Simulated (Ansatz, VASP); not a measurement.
# Be16H in VASP and in Ansatz

```xyz
17
Lattice="-2.2900 -3.9664 0.0000 3.4350 -1.9832 0.0000 0.0000 0.0000 7.1769" Properties=species:S:1:pos:R:3 pbc="T T T"
Be    0.0303   -3.9835    0.0225
Be    0.0038   -2.6411    1.7904
Be   -0.0143   -3.9584    3.5735
Be    0.0341   -2.6229    5.3594
Be   -1.1435   -1.9432    0.0234
Be    2.2813   -2.6399    1.8161
Be   -1.1440   -1.9784    3.5927
Be    2.2802   -2.6400    5.3807
Be    1.1539   -1.9898    0.0023
Be    1.1436   -0.6668    1.7905
Be    1.1535   -1.9887    3.5668
Be    1.1448   -0.7016    5.3594
Be   -0.0347   -0.0204    0.0234
Be    1.1589   -4.6358    1.8095
Be   -0.0042   -0.0041    3.5926
Be    1.1147   -4.6096    5.3602
H    -1.1487   -3.3130    6.2817
```

Alike in both runs: functional PBE; dispersion D3(BJ); k mesh 5 × 6 × 4; occupations fermi-dirac, width 0.15 eV; no spin polarisation.

Ansatz relaxed the structure, and its values are those at the end. VASP's run is a single point on that final structure, the one shown.

```csv
,VASP,Ansatz
version,VASP 6.6.1,Ansatz 0.2.0
potentials or method,"VASP PAW PBE potentials, release 64 (Be, H), cutoff 520 eV","scalar-relativistic, plane waves, PAW"
valence electrons in the cell,33,33
```

```csv
,VASP,Ansatz,Ansatz less VASP
rms of the force components (eV/Å),0.005,0.005,-0.0003
```
